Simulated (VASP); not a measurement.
A run of VASP 6.6.1 is set up as follows.

File INCAR:

```
PREC = Accurate
ENCUT = 520
EDIFF = 1E-6
ISMEAR = -1
SIGMA = 0.1
LREAL = False
LASPH = True
NELM = 100
ALGO = Normal
ISIF = 2
LWAVE = False
LCHARG = False
GGA = RP
NBANDS = 17
```

KPOINTS

```
regular mesh
0
Gamma
  18 18 10
```

The input POSCAR:

```
Hf
1.0
    3.3577311628      0.0000000000      0.0000000000
   -1.6788655814      2.9078804860      0.0000000000
    0.0000000000      0.0000000000      5.3148422074
Hf
2
Direct
    0.3333333333      0.6666666667      0.2500000000
    0.6666666667      0.3333333333      0.7500000000
```

Potentials or basis: VASP PAW PBE potentials, release 64 (Hf_pv).

Command:

```bash
$ cat potpaw_PBE.64/Hf_pv/POTCAR > POTCAR
$ mpirun -np 1 vasp_std > vasp.out
```

**Question.** What does it give for the pressure?

**Answer.** -9.9 GPa.

**Question.** What does it give for the band gap on the k mesh?

**Answer.** Zero (bands 10 and 11 overlap by 1.64 eV).

Stress tensor (GPa, compression positive):
```
 -9.81   0.00   0.00
  0.00  -9.81   0.00
  0.00   0.00 -10.13
```

Caveat: the cell stands under tension; the PAW data sets were made with another functional, which shifts forces and pressure a little; spin-orbit coupling is left out, which moves the levels of the heavy elements.
